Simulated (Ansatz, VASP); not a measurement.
## ZnSe: VASP beside Ansatz

INCAR

```
PREC = Accurate
ENCUT = 520
EDIFF = 1E-6
ISMEAR = 0
SIGMA = 0.05
LREAL = F
LASPH = T
NELM = 80
ALGO = Normal
ISIF = 2
LWAVE = F
LCHARG = T
GGA = PS
LELF = T
LVHAR = T
NBANDS = 26
```

File KPOINTS:

```
regular mesh
0
Gamma
  8 8 6
```

The input POSCAR:

```
ZnSe
1.0
    3.8287309347      0.0000000000      0.0000000000
    0.0000000000      3.8287309347      0.0000000000
    0.0000000000      0.0000000000      5.2575926485
Zn Se
2 2
Direct
    0.0000000000      0.0000000000      0.0000000000
    0.5000000000      0.5000000000      0.0000000000
    0.0000000000      0.5000000000      0.3224306008
    0.5000000000      0.0000000000      0.6775693992
```

Input for Ansatz:

```yaml
crystal:
  lattice:
    - [3.8287309347, 0.0, 0.0]
    - [0.0, 3.8287309347, 0.0]
    - [0.0, 0.0, 5.2575926485]
  atoms:
    - { symbol: Zn, position: [0.0, 0.0, 0.0] }
    - { symbol: Zn, position: [0.5, 0.5, 0.0] }
    - { symbol: Se, position: [0.0, 0.5, 0.3224306008] }
    - { symbol: Se, position: [0.5, 0.0, 0.6775693992] }
basis:
  ecutwfc: 520.0
kpoints:
  mp_grid: { grid: [8, 8, 6] }
hamiltonian:
  xc: pbesol
  pseudopotentials: { kind: paw, azcp: { folder: soft_1 } }
scf:
  occupations: { method: gaussian, width: 0.05 }
output:
  forces: true
  stress: true
  eigenvalues: true
```

Alike in both runs: task single point; functional PBEsol; k mesh 8 × 8 × 6; occupations gaussian, width 0.05 eV; no spin polarisation.

```csv
,VASP,Ansatz
version,VASP 6.6.1,Ansatz 0.2.0
potentials or method,"VASP PAW PBE potentials, release 64 (Zn, Se), cutoff 520 eV","scalar-relativistic, plane waves, PAW"
valence electrons in the cell,36,56
```

|  | VASP | Ansatz | Ansatz less VASP |
| --- | --- | --- | --- |
| gap on the k mesh at the Fermi level (eV) | 0.77 | 0.76 | -0.010 |
| least direct gap on the mesh (eV) | 0.77 | 0.76 | -0.010 |
| pressure (GPa) | 1.1 | 0.7 | -0.36 |
| traceless stress, the component that is largest in VASP (GPa) | -6.13 | -6.18 | -0.057 |
| rms of the force components (eV/Å) | 0.649 | 0.667 | +0.0178 |

VASP's potentials were made for PBE, not for PBEsol, and Ansatz warns of the same on its side. Atom by atom the forces differ by 0.018 eV/Å (rms over components). VASP's potentials hold 36 valence electrons a cell and Ansatz's 56, so a difference there can come from the potentials and not from the codes.
